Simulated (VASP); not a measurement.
# SiRuCl (Pmmm) in VASP: single point with PBE

Aim: the single point of SiRuCl with PBE.

Program: VASP 6.6.1. These are calculated values, not measurements. Logs are shortened: lines on timing, memory, paths and dates and some standing lists are left out, and cuts for length are marked.

## (1) The cell of the first run

The structure is orthorhombic, space group Pmmm (No. 47). The conventional cell has a = 3.734 Å, b = 3.760 Å, c = 3.788 Å, α = 90.00°, β = 90.00°, γ = 90.00°. Si (site symmetry mmm) has 2 Ru at 1.89 Å within 2.5 Å. Ru (site symmetry mmm) has 2 Si at 1.89 Å within 2.5 Å. Cl (site symmetry mmm) has 4 Si at 2.65 Å and 8 Ru at 3.26 Å within 3.5 Å.

The cell was generated, and may not be a known phase.

## (2) Single point, PBE, collinear spin, ferromagnetic start

Contents of INCAR:

```
ALGO     = Normal         # electronic algorithm
EDIFF    = 1E-6           # SCF threshold, eV
ENCUT    = 520            # plane-wave cutoff, eV
GGA      = PE             # functional
ISIF     = 2              # what is computed and relaxed
ISMEAR   = 0              # smearing method
ISPIN    = 2              # spin polarisation
LASPH    = True           # aspherical terms in the spheres
LCHARG   = False          # write CHGCAR
LMAXMIX  = 4              # l up to which the mixer works
LORBIT   = 11             # projections on sites
LREAL    = False          # projectors in reciprocal space
LWAVE    = False          # write WAVECAR
MAGMOM   = 0 1 0          # initial moments
NBANDS   = 24             # bands
NELM     = 150            # most SCF steps
PREC     = Accurate       # precision mode
SIGMA    = 0.1            # smearing width, eV
```

Contents of KPOINTS:

```
k-points
0
Gamma
  6 6 6
```

Contents of POSCAR:

```
SiRuCl
1.0
    3.7338422200      0.0000000000      0.0000000000
    0.0000000000      3.7595249100      0.0000000000
    0.0000000000      0.0000000000      3.7883146900
Si Ru Cl
1 1 1
Direct
    0.5000000000      0.5000000000      0.0000000000
    0.5000000000      0.5000000000      0.5000000000
    0.0000000000      0.0000000000      0.0000000000
```

Potentials or basis: VASP PAW PBE potentials, release 64 (Si, Ru_pv, Cl).

Command:

```bash
$ cat potpaw_PBE.64/Si/POTCAR potpaw_PBE.64/Ru_pv/POTCAR potpaw_PBE.64/Cl/POTCAR > POTCAR
$ mpirun -np 1 vasp_std > vasp.out
```

OUTCAR:

```text
EDIFF = 1E-6
   ENCUT = 520
   GGA = PE
   ISIF = 2
   ISMEAR = 0
   ISPIN = 2
   LASPH = True
   LORBIT = 11
   LREAL = False
   NELM = 150
   PREC = Accurate

 ion  position               nearest neighbor table
   1  0.500  0.500  0.000-   2 1.89   2 1.89   3 2.65   3 2.65   3 2.65   3 2.65
   2  0.500  0.500  0.500-   1 1.89   1 1.89
   3  0.000  0.000  0.000-   1 2.65   1 2.65   1 2.65   1 2.65

  LATTYP: Found a simple orthorhombic cell.
 ALAT       =     3.7338422200
 B/A-ratio  =     1.0068783544
 C/A-ratio  =     1.0145888516

  Lattice vectors:

 A1 = (   3.7338422200,   0.0000000000,   0.0000000000)
 A2 = (   0.0000000000,   3.7595249100,   0.0000000000)
 A3 = (   0.0000000000,   0.0000000000,   3.7883146900)

Analysis of symmetry for initial positions (statically):
=====================================================================
 Subroutine PRICEL returns:
 Original cell was already a primitive cell.

 Routine SETGRP: Setting up the symmetry group for a
 simple orthorhombic supercell.

 Subroutine GETGRP returns: Found  8 space group operations
 (whereof  8 operations were pure point group operations)
 out of a pool of  8 trial point group operations.

The static configuration has the point symmetry D_2h.

Analysis of symmetry for dynamics (positions and initial velocities):
=====================================================================
 Subroutine PRICEL returns:
 Original cell was already a primitive cell.

 Routine SETGRP: Setting up the symmetry group for a
 simple orthorhombic supercell.

 Subroutine GETGRP returns: Found  8 space group operations
 (whereof  8 operations were pure point group operations)
 out of a pool of  8 trial point group operations.

The dynamic configuration has the point symmetry D_2h.

Analysis of structural, dynamic, and magnetic symmetry:
=====================================================================
 Subroutine PRICEL returns:
 Original cell was already a primitive cell.

 Routine SETGRP: Setting up the symmetry group for a
 simple orthorhombic supercell.

 Subroutine GETGRP returns: Found  8 space group operations
 (whereof  8 operations were pure point group operations)
 out of a pool of  8 trial point group operations.

The overall configuration has the point symmetry D_2h.

 Subroutine INISYM returns: Found  8 space group operations
 (whereof  8 operations are pure point group operations),
 and found     1 'primitive' translations

----------------------------------------------------------------------------------------

                                     Primitive cell

  volume of cell :      53.1784

  direct lattice vectors                    reciprocal lattice vectors
     3.733842220  0.000000000  0.000000000     0.267820637  0.000000000  0.000000000
     0.000000000  3.759524910  0.000000000     0.000000000  0.265991056  0.000000000
     0.000000000  0.000000000  3.788314690     0.000000000  0.000000000  0.263969623

  length of vectors
     3.733842220  3.759524910  3.788314690     0.267820637  0.265991056  0.263969623

  position of ions in fractional coordinates (direct lattice)
     0.500000000  0.500000000  0.000000000
     0.500000000  0.500000000  0.500000000
     0.000000000  0.000000000  0.000000000

  ion indices of the primitive-cell ions
   primitive index   ion index
                 1           1
                 2           2
                 3           3

----------------------------------------------------------------------------------------

 KPOINTS: k-points

Automatic generation of k-mesh.
 Grid dimensions read from file:
 generate k-points for:    6    6    6

 Generating k-lattice:

  Cartesian coordinates                     Fractional coordinates (reciprocal lattice)
     0.044636773  0.000000000  0.000000000     0.166666667  0.000000000  0.000000000
     0.000000000  0.044331843  0.000000000     0.000000000  0.166666667  0.000000000
     0.000000000  0.000000000  0.043994937     0.000000000  0.000000000  0.166666667

  Length of vectors
     0.044636773  0.044331843  0.043994937

  Shift w.r.t. Gamma in fractional coordinates (k-lattice)
     0.000000000  0.000000000  0.000000000

 Subroutine IBZKPT returns following result:
 ===========================================

 Found     64 irreducible k-points:

 Following reciprocal coordinates:
            Coordinates               Weight
  0.000000  0.000000  0.000000      1.000000
  0.166667  0.000000  0.000000      2.000000
  0.333333  0.000000  0.000000      2.000000
  0.500000  0.000000  0.000000      1.000000
  0.000000  0.166667  0.000000      2.000000
  0.166667  0.166667  0.000000      4.000000
[... 16 lines left out ...]
  0.333333  0.166667  0.166667      8.000000
  0.500000  0.166667  0.166667      4.000000
 [... further k-points ...]
   k-points           NKPTS =     64   k-points in BZ     NKDIM =     64   number of bands    NBANDS=     24
   number of dos      NEDOS =    301   number of ions     NIONS =      3
   total plane-waves  NPLWV =  21952
   dimension x,y,z NGX =    28 NGY =   28 NGZ =   28
   dimension x,y,z NGXF=    56 NGYF=   56 NGZF=   56
   ions per type =               1   1   1
   NGX,Y,Z   is equivalent  to a cutoff of  12.47, 12.38, 12.29 a.u.
   NGXF,Y,Z  is equivalent  to a cutoff of  24.93, 24.76, 24.57 a.u.
 SYSTEM =  unknown system
   PREC   = accura    normal or accurate (medium, high low for compatibility)
   ISTART =      0    job   : 0-new  1-cont  2-samecut
   ICHARG =      2    charge: 1-file 2-atom 10-const
   ISPIN  =      2    spin polarized calculation?
   LNONCOLLINEAR =      F non collinear calculations
   LSORBIT =      F    spin-orbit coupling
   LASPH  =      T    aspherical Exc in radial PAW
   ENCUT  =  520.0 eV  38.22 Ry    6.18 a.u.   6.94  6.99  7.04*2*pi/ulx,y,z
   NELM   =    150;   NELMIN=  2; NELMDL= -5     # of ELM steps
   EDIFF  = 0.1E-05   stopping-criterion for ELM
   LREAL  =      F    real-space projection
   EDIFFG = 0.1E-04   stopping-criterion for IOM
   NSW    =      0    number of steps for IOM
   IBRION =     -1    ionic relax: 0-MD 1-quasi-New 2-CG
   NFREE  =      0    steps in history (QN), initial steepest desc. (CG)
   ISIF   =      2    stress and relaxation
   ISYM   =      2    0-nonsym 1-usesym 2-fastsym
   POTIM  = 0.5000    time-step for ionic-motion
   TEBEG  =    0.0;   TEEND  =   0.0 temperature during run
   PSTRESS=    0.0 pullay stress
   NELECT =      25.0000    total number of electrons
   NUPDOWN=      -1.0000    fix difference up-down
   EMIN   =  10.00;   EMAX   =-10.00  energy-range for DOS
   EFERMI =   0.00;   METHOD = LEGACY
   ISMEAR =     0;   SIGMA  =   0.10  broadening in eV -4-tet -1-fermi 0-gaus
   EFERMI_NEDOS =   21; number of points for ismear=-14 and -15
   IALGO  =     38    algorithm
   IMIX   =      4    mixing-type and parameters
     AMIX     =   0.40;   BMIX     =  1.00
     AMIX_MAG =   1.60;   BMIX_MAG =  1.00
  volume/ion in A,a.u.               =      17.73       119.62
  Fermi-wavevector in a.u.,A,eV,Ry     =   1.272946  2.405518 22.046751  1.620390
  Thomas-Fermi vector in A             =   2.405796
   LORBIT       =     11    0 simple, 1 ext, 2 COOP (PROOUT), +10 PAW based schemes
   GGA     = PE    functional components
   LHFCALC =     F    Hartree Fock is set to
   AEXX    =    0.0000 exact exchange contribution
   IVDW    =     0    specifies the selected vdW correction
   LEPSILON=     F    determine dielectric tensor
   LRPA    =     F    only Hartree local field effects (RPA)
 spin polarized calculation
 Gauss-broadening in eV      SIGMA  =   0.10
  energy-cutoff  :      520.00
  volume of cell :       53.18
 maximum number of plane-waves:      1448
 NGX is ok and might be reduce to    28
   NGX = 13   NGY = 13   NGZ = 15

 number of electron      25.0000011 magnetization       0.9061079

 Free energy of the ion-electron system (eV)
  ---------------------------------------------------
  ext. energy  EPLUGINS =         0.00000000
  ---------------------------------------------------
  free energy    TOTEN  =        -9.87837461 eV

  energy without entropy =       -9.86753250  energy(sigma->0) =       -9.87295355

 E-fermi :   7.2101     XC(G=0): -10.6678

 val. band max:        7.1979830087   @ k =   0.0000   0.3333   0.5000
 cond. band min:       7.2106167200   @ k =   0.5000   0.3333   0.1667
 fundamental gap:      0.0126337113
 Fermi energy:         7.2101118495

 spin component 1

 k-point     1 :       0.0000    0.0000    0.0000
  band No.  band energies     occupation
      1     -35.6471      1.00000
      2     -34.7729      1.00000
      3     -34.7693      1.00000
      4      -9.7953      1.00000
      5      -1.4284      1.00000
      6       1.9932      1.00000
[... 16 lines left out ...]
     23      19.5216      0.00000
     24      20.0724      0.00000
[... 598 lines left out ...]
      2     -34.7865      1.00000
      3     -34.7715      1.00000
      4      -9.2679      1.00000
      5      -2.5263      1.00000
      6       1.5359      1.00000
[... 16 lines left out ...]
     23      20.0800      0.00000
     24      20.8401      0.00000

 [... further k-points ...]

 spin component 2

 k-point     1 :       0.0000    0.0000    0.0000
  band No.  band energies     occupation
      1     -35.3769      1.00000
      2     -34.0457      1.00000
      3     -34.0447      1.00000
      4      -9.7407      1.00000
      5      -1.3439      1.00000
      6       2.0536      1.00000
[... 16 lines left out ...]
     23      20.0149      0.00000
     24      20.9457      0.00000
[... 598 lines left out ...]
      2     -34.0598      1.00000
      3     -34.0470      1.00000
      4      -9.2099      1.00000
      5      -2.4738      1.00000
      6       1.6329      1.00000
[... 16 lines left out ...]
     23      20.9118      0.00000
     24      20.9697      0.00000

 [... further k-points ...]
[... 5 lines left out ...]
  --------------------------------------------------------------------------------------
  -------------------------------------------------------------------------------------
  Total        2.8596476      3.0490407     38.0987099      0.0000000      0.0000000      0.0000000
  in kB       86.1565135     91.8626204   1147.8519471      0.0000000      0.0000000      0.0000000
  external PRESSURE =     441.9570270 kB  Pullay stress =       0.0000000 kB

 VOLUME and BASIS-vectors are now :
 -----------------------------------------------------------------------------
  energy-cutoff  :      520.00
  volume of cell :       53.18
      direct lattice vectors                 reciprocal lattice vectors
     3.733842220  0.000000000  0.000000000     0.267820637  0.000000000  0.000000000
     0.000000000  3.759524910  0.000000000     0.000000000  0.265991056  0.000000000
     0.000000000  0.000000000  3.788314690     0.000000000  0.000000000  0.263969623

 POSITION                                       TOTAL-FORCE (eV/Angst)
 -----------------------------------------------------------------------------------
      1.86692      1.87976      0.00000         0.000000      0.000000      0.000000
      1.86692      1.87976      1.89416         0.000000      0.000000      0.000000
      0.00000      0.00000      0.00000         0.000000      0.000000      0.000000
 -----------------------------------------------------------------------------------
    total drift:                                0.000000      0.000000      0.000000

  FREE ENERGIE OF THE ION-ELECTRON SYSTEM (eV)
  ---------------------------------------------------
  free  energy   TOTEN  =        -9.8783746070 eV

  energy  without entropy=       -9.8675325016  energy(sigma->0) =       -9.87295355

 total charge

# of ion       s       p       d       tot
------------------------------------------
    1        0.994   0.866   0.000   1.860
    2        0.313   6.182   6.838  13.333
    3        1.650   3.392   0.000   5.042
--------------------------------------------------
tot          2.958  10.440   6.838  20.235

 magnetization (x)

# of ion       s       p       d       tot
------------------------------------------
    1        0.003  -0.012   0.000  -0.008
    2        0.013   0.003   0.763   0.778
    3        0.000   0.046   0.000   0.046
--------------------------------------------------
tot          0.016   0.037   0.763   0.816
```

Run time: 2.7 min. Hardware: 1 thread of Intel Xeon 6975P-C (Granite Rapids), shared host; peak memory 0.26 GiB.

Results:

* Free energy: -9.8784 eV
* Pressure: 44.2 GPa
* Net moment: 0.91 μB per cell
* Site moments: Si -0.01; Ru +0.78; Cl +0.05 μB
* Valence electrons inside the program's atomic spheres: Si 1.86; Ru 13.33; Cl 5.04

Stress tensor (GPa, compression positive):
```
  8.62   0.00   0.00
  0.00   9.19   0.00
  0.00   0.00 114.79
```

Caveat: the stress differs along the axes, from 9 to 115 GPa.
